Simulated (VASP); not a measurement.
A run of VASP 6.6.1:

INCAR

```
SYSTEM = Ti2Co
PREC     = Accurate       ! precision mode
ENCUT    = 520            ! plane-wave cutoff, eV
EDIFF    = 1E-6           ! SCF threshold, eV
ISMEAR   = 0              ! smearing method
SIGMA    = 0.1            ! smearing width, eV
LREAL    = .False.        ! projectors in reciprocal space
LASPH    = .True.         ! aspherical terms in the spheres
NELM     = 150            ! most SCF steps
ALGO     = Fast           ! electronic algorithm
ISIF     = 2              ! what is computed and relaxed
LWAVE    = .False.        ! write WAVECAR
LCHARG   = .True.         ! write CHGCAR
ISPIN    = 2              ! spin polarisation
MAGMOM   = 0 0 0 0 0.59 0.59 ! initial moments
LORBIT   = 11             ! projections on sites
LMAXMIX  = 4              ! l up to which the mixer works
GGA      = PS             ! functional
LELF     = .True.         ! ELF
LVHAR    = .True.       
NBANDS   = 46             ! bands
```

Contents of KPOINTS:

```
Automatic mesh
0
Gamma
  2 2 2
  0 0 0
```

File POSCAR:

```
Ti2Co
1.0
    0.0000000000      3.4715600919      3.4715600919
    3.4715600919      0.0000000000      3.4715600919
    3.4715600919      3.4715600919      0.0000000000
Ti Co
4 2
Direct
    0.1250000000      0.1250000000      0.1250000000
    0.6250000000      0.1250000000      0.1250000000
    0.1250000000      0.1250000000      0.6250000000
    0.1250000000      0.6250000000      0.1250000000
    0.5000000000      0.5000000000      0.5000000000
    0.7500000000      0.7500000000      0.7500000000
```

Potentials or basis: VASP PAW PBE potentials, release 64 (Ti_sv, Co).

Run with:

```bash
$ cat potpaw_PBE.64/Ti_sv/POTCAR potpaw_PBE.64/Co/POTCAR > POTCAR
$ mpirun -np 1 vasp_std > vasp.out
```

Hardware: 1 thread of Intel(R) Xeon(R) Platinum 8259CL CPU @ 2.50GHz (Skylake/Cascade Lake) (shared host).

Task: Estimate the wall time of this run.

Result: Run time: 3.1 min on 1 thread of Intel(R) Xeon(R) Platinum 8259CL CPU @ 2.50GHz (Skylake/Cascade Lake) (shared host), peak memory 0.29 GiB. Counts: scf iterations 47, k points 3.
